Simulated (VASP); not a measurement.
# Sb in VASP: further runs

Runs on Sb. Level: PBE. Tasks: single point.

All numbers are computed with VASP 6.6.1; they aren't measurements. Logs are shortened: lines on timing, memory, paths and dates and some standing lists are left out, and cuts for length are marked.

## (1) The cell of the first run

It takes space group R-3m (No. 166, trigonal). Conventional cell: a = 4.395 Å, b = 4.395 Å, c = 5.218 Å, α = 90.00°, β = 90.00°, γ = 120.00°. Sb (site symmetry -3m) has 6 Sb at 3.08 Å within 4.0 Å.

## (2) Single point, PBE (strained)

File INCAR:

```
SYSTEM = Sb
PREC     = Accurate       ! precision mode
ENCUT    = 520            ! plane-wave cutoff, eV
EDIFF    = 1E-6           ! SCF threshold, eV
ISMEAR   = 0              ! smearing method
SIGMA    = 0.1            ! smearing width, eV
LREAL    = .FALSE.        ! projectors in reciprocal space
LASPH    = .TRUE.         ! aspherical terms in the spheres
NELM     = 60             ! most SCF steps
ALGO     = Normal         ! electronic algorithm
ISIF     = 2              ! what is computed and relaxed
LWAVE    = .FALSE.        ! write WAVECAR
LCHARG   = .FALSE.        ! write CHGCAR
GGA      = PE             ! functional
NBANDS   = 8              ! bands
```

File KPOINTS:

```
regular mesh
0
G
  12 12 12
  0 0 0
```

File POSCAR:

```
Sb
1.0
    3.0758808000     -0.0316000000      0.0316000000
   -0.0316000000      3.0758808000      0.0316000000
    0.0316000000      0.0316000000      3.0758808000
Sb
1
Direct
    0.0000000000      0.0000000000      0.0000000000
```

Potentials or basis: VASP PAW PBE potentials, release 64 (Sb).

Run with:

```bash
cat potpaw_PBE.64/Sb/POTCAR > POTCAR
mpirun -np 1 vasp_std > vasp.out
```

OUTCAR:

```text
SYSTEM = Sb
   PREC = Accurate
   ENCUT = 520
   EDIFF = 1E-6
   ISMEAR = 0
   LREAL = .FALSE.
   LASPH = .TRUE.
   NELM = 60
   ISIF = 2
   GGA = PE

 ion  position               nearest neighbor table
   1  0.000  0.000  0.000-

  LATTYP: Found a trigonal (rhomboedric) cell.
 ALAT       =     3.0762054248
 COS(alpha) =    -0.0204371016

  Lattice vectors:

 A1 = (  -3.0758808000,   0.0316000000,  -0.0316000000)
 A2 = (   0.0316000000,  -3.0758808000,  -0.0316000000)
 A3 = (   0.0316000000,   0.0316000000,   3.0758808000)

Analysis of symmetry for initial positions (statically):
=====================================================================
 Subroutine PRICEL returns:
 Original cell was already a primitive cell.

 Routine SETGRP: Setting up the symmetry group for a
 trigonal (rhombohedral) supercell.

 Subroutine GETGRP returns: Found 12 space group operations
 (whereof 12 operations were pure point group operations)
 out of a pool of 12 trial point group operations.

The static configuration has the point symmetry D_3d.

Analysis of symmetry for dynamics (positions and initial velocities):
=====================================================================
 Subroutine PRICEL returns:
 Original cell was already a primitive cell.

 Routine SETGRP: Setting up the symmetry group for a
 trigonal (rhombohedral) supercell.

 Subroutine GETGRP returns: Found 12 space group operations
 (whereof 12 operations were pure point group operations)
 out of a pool of 12 trial point group operations.

The dynamic configuration has the point symmetry D_3d.

 Subroutine INISYM returns: Found 12 space group operations
 (whereof 12 operations are pure point group operations),
 and found     1 'primitive' translations

----------------------------------------------------------------------------------------

                                     Primitive cell

  volume of cell :      29.0918

  direct lattice vectors                    reciprocal lattice vectors
     3.075880800 -0.031600000  0.031600000     0.325179482  0.003375402 -0.003375402
    -0.031600000  3.075880800  0.031600000     0.003375402  0.325179482 -0.003375402
     0.031600000  0.031600000  3.075880800    -0.003375402 -0.003375402  0.325179482

  length of vectors
     3.076205425  3.076205425  3.076205425     0.325214517  0.325214517  0.325214517

  position of ions in fractional coordinates (direct lattice)
     0.000000000  0.000000000  0.000000000

  ion indices of the primitive-cell ions
   primitive index   ion index
                 1           1

----------------------------------------------------------------------------------------

 KPOINTS: regular mesh

Automatic generation of k-mesh.
 Grid dimensions read from file:
 generate k-points for:   12   12   12

 Generating k-lattice:

  Cartesian coordinates                     Fractional coordinates (reciprocal lattice)
     0.027098290  0.000281284 -0.000281284     0.083333333 -0.000000000  0.000000000
     0.000281284  0.027098290 -0.000281284    -0.000000000  0.083333333  0.000000000
    -0.000281284 -0.000281284  0.027098290     0.000000000  0.000000000  0.083333333

  Length of vectors
     0.027101210  0.027101210  0.027101210

  Shift w.r.t. Gamma in fractional coordinates (k-lattice)
     0.000000000  0.000000000  0.000000000

 Subroutine IBZKPT returns following result:
 ===========================================

 Found    189 irreducible k-points:

 Following reciprocal coordinates:
            Coordinates               Weight
  0.000000  0.000000  0.000000      1.000000
  0.083333  0.000000 -0.000000      6.000000
  0.166667  0.000000  0.000000      6.000000
  0.250000  0.000000 -0.000000      6.000000
  0.333333  0.000000 -0.000000      6.000000
  0.416667  0.000000 -0.000000      6.000000
[... 16 lines left out ...]
  0.500000  0.166667 -0.000000     12.000000
 -0.416667  0.166667  0.000000     12.000000
 [... further k-points ...]
   k-points           NKPTS =    189   k-points in BZ     NKDIM =    189   number of bands    NBANDS=      8
   number of dos      NEDOS =    301   number of ions     NIONS =      1
   total plane-waves  NPLWV =  13824
   dimension x,y,z NGX =    24 NGY =   24 NGZ =   24
   dimension x,y,z NGXF=    48 NGYF=   48 NGZF=   48
   ions per type =               1
   NGX,Y,Z   is equivalent  to a cutoff of  12.97, 12.97, 12.97 a.u.
   NGXF,Y,Z  is equivalent  to a cutoff of  25.94, 25.94, 25.94 a.u.
 SYSTEM =  Sb
   PREC   = accura    normal or accurate (medium, high low for compatibility)
   ISTART =      0    job   : 0-new  1-cont  2-samecut
   ICHARG =      2    charge: 1-file 2-atom 10-const
   ISPIN  =      1    spin polarized calculation?
   LNONCOLLINEAR =      F non collinear calculations
   LSORBIT =      F    spin-orbit coupling
   LASPH  =      T    aspherical Exc in radial PAW
   ENCUT  =  520.0 eV  38.22 Ry    6.18 a.u.   5.72  5.72  5.72*2*pi/ulx,y,z
   NELM   =     60;   NELMIN=  2; NELMDL= -5     # of ELM steps
   EDIFF  = 0.1E-05   stopping-criterion for ELM
   LREAL  =      F    real-space projection
   EDIFFG = 0.1E-04   stopping-criterion for IOM
   NSW    =      0    number of steps for IOM
   IBRION =     -1    ionic relax: 0-MD 1-quasi-New 2-CG
   NFREE  =      0    steps in history (QN), initial steepest desc. (CG)
   ISIF   =      2    stress and relaxation
   ISYM   =      2    0-nonsym 1-usesym 2-fastsym
   POTIM  = 0.5000    time-step for ionic-motion
   TEBEG  =    0.0;   TEEND  =   0.0 temperature during run
   PSTRESS=    0.0 pullay stress
   NELECT =       5.0000    total number of electrons
   NUPDOWN=      -1.0000    fix difference up-down
   EMIN   =  10.00;   EMAX   =-10.00  energy-range for DOS
   EFERMI =   0.00;   METHOD = LEGACY
   ISMEAR =     0;   SIGMA  =   0.10  broadening in eV -4-tet -1-fermi 0-gaus
   EFERMI_NEDOS =   21; number of points for ismear=-14 and -15
   IALGO  =     38    algorithm
   IMIX   =      4    mixing-type and parameters
     AMIX     =   0.40;   BMIX     =  1.00
     AMIX_MAG =   1.60;   BMIX_MAG =  1.00
  volume/ion in A,a.u.               =      29.09       196.32
  Fermi-wavevector in a.u.,A,eV,Ry     =   0.910210  1.720047 11.272179  0.828482
  Thomas-Fermi vector in A             =   2.034345
   LORBIT       =      0    0 simple, 1 ext, 2 COOP (PROOUT), +10 PAW based schemes
   GGA     = PE    functional components
   LHFCALC =     F    Hartree Fock is set to
   AEXX    =    0.0000 exact exchange contribution
   IVDW    =     0    specifies the selected vdW correction
   LEPSILON=     F    determine dielectric tensor
   LRPA    =     F    only Hartree local field effects (RPA)
 non-spin polarized calculation
 Gauss-broadening in eV      SIGMA  =   0.10
  energy-cutoff  :      520.00
  volume of cell :       29.09
 maximum number of plane-waves:       798
   NGX = 11   NGY = 11   NGZ = 11

 number of electron       4.9999999 magnetization

 Free energy of the ion-electron system (eV)
  ---------------------------------------------------
  ext. energy  EPLUGINS =         0.00000000
  ---------------------------------------------------
  free energy    TOTEN  =        -4.07255578 eV

  energy without entropy =       -4.06876624  energy(sigma->0) =       -4.07066101

 E-fermi :   7.5549     XC(G=0):  -9.7345

 val. band max:        7.5331700231   @ k =  -0.2500  -0.2500   0.2500
 cond. band min:       7.5610269613   @ k =  -0.2500   0.4167   0.0833
 fundamental gap:      0.0278569381
 Fermi energy:         7.5548535699

 k-point     1 :       0.0000    0.0000    0.0000
  band No.  band energies     occupation
      1      -5.1286      2.00000
      2      10.6939      0.00000
      3      10.8364      0.00000
      4      10.8364      0.00000
      5      14.4028      0.00000
      6      14.4028      0.00000
      7      15.8704      0.00000
      8      25.1840      0.00000

 k-point     2 :       0.0833    0.0000   -0.0000
  band No.  band energies     occupation
      1      -5.0252      2.00000
      2       9.5385      0.00000
      3      10.8457      0.00000
      4      10.9383      0.00000
      5      14.4841      0.00000
      6      15.1165      0.00000
      7      16.6246      0.00000
      8      24.2663      0.00000

 k-point     3 :       0.1667    0.0000    0.0000
  band No.  band energies     occupation
      1      -4.7188      2.00000
      2       7.4531      1.84990
      3      11.1390      0.00000
      4      11.2336      0.00000
      5      14.7261      0.00000
      6      15.6129      0.00000
      7      18.8498      0.00000
      8      22.8012      0.00000

 k-point     4 :       0.2500    0.0000   -0.0000
  band No.  band energies     occupation
      1      -4.2246      2.00000
      2       5.4117      2.00000
      3      11.5922      0.00000
      4      11.6875      0.00000
      5      15.1210      0.00000
      6      16.0993      0.00000
      7      21.1300      0.00000
      8      21.3614      0.00000

 k-point     5 :       0.3333    0.0000   -0.0000
  band No.  band energies     occupation
      1      -3.5864      2.00000
      2       3.6196      2.00000
      3      12.1296      0.00000
      4      12.2261      0.00000
      5      15.6434      0.00000
      6      16.7347      0.00000
      7      20.1085      0.00000
      8      20.1161      0.00000
[... 177 lines left out ...]
 k-point    22 :       0.4167    0.1667    0.0000
  band No.  band energies     occupation
      1      -2.5011      2.00000
      2       2.6145      2.00000
      3       9.3725      0.00000
      4      13.0740      0.00000
      5      15.0390      0.00000
      6      17.3314      0.00000
      7      19.4477      0.00000
      8      19.7116      0.00000

 k-point    23 :       0.5000    0.1667   -0.0000
  band No.  band energies     occupation
      1      -2.1982      2.00000
      2       2.0892      2.00000
      3       9.7120      0.00000
      4      13.2726      0.00000
      5      14.4559      0.00000
      6      17.7551      0.00000
      7      18.9551      0.00000
      8      19.3388      0.00000

 k-point    24 :      -0.4167    0.1667    0.0000
  band No.  band energies     occupation
      1      -2.5395      2.00000
      2       2.6838      2.00000
      3       9.5537      0.00000
      4      13.0594      0.00000
      5      14.7101      0.00000
      6      17.2522      0.00000
      7      19.3367      0.00000
      8      19.8633      0.00000

 [... further k-points ...]
[... 5 lines left out ...]
  --------------------------------------------------------------------------------------
  -------------------------------------------------------------------------------------
  Total        0.3501772      0.3501772      0.3501772      0.0442592     -0.0442592     -0.0442592
  in kB       19.2853877     19.2853877     19.2853877      2.4374975     -2.4374975     -2.4374975
  external PRESSURE =      19.2853877 kB  Pullay stress =       0.0000000 kB

 VOLUME and BASIS-vectors are now :
 -----------------------------------------------------------------------------
  energy-cutoff  :      520.00
  volume of cell :       29.09
      direct lattice vectors                 reciprocal lattice vectors
     3.075880800 -0.031600000  0.031600000     0.325179482  0.003375402 -0.003375402
    -0.031600000  3.075880800  0.031600000     0.003375402  0.325179482 -0.003375402
     0.031600000  0.031600000  3.075880800    -0.003375402 -0.003375402  0.325179482

 POSITION                                       TOTAL-FORCE (eV/Angst)
 -----------------------------------------------------------------------------------
      0.00000      0.00000      0.00000        -0.000000     -0.000000      0.000000
 -----------------------------------------------------------------------------------
    total drift:                               -0.000000     -0.000000      0.000000

  FREE ENERGIE OF THE ION-ELECTRON SYSTEM (eV)
  ---------------------------------------------------
  free  energy   TOTEN  =        -4.0725557790 eV

  energy  without entropy=       -4.0687662409  energy(sigma->0) =       -4.07066101
```

Wall time 15 s (1 thread of AMD EPYC 9R14 (Zen 4), shared host); peak memory 0.14 GiB.

What came out:

```yaml
Free_energy: -4.0726 eV
Pressure: 1.9 GPa
```

Stress tensor (GPa, compression positive):
```
 1.93  0.24 -0.24
 0.24  1.93 -0.24
-0.24 -0.24  1.93
```

Caveat: the cell differs from its parent crystal (strained); spin-orbit coupling is left out, which moves the levels of the heavy elements.

[end of part 1 of 2]
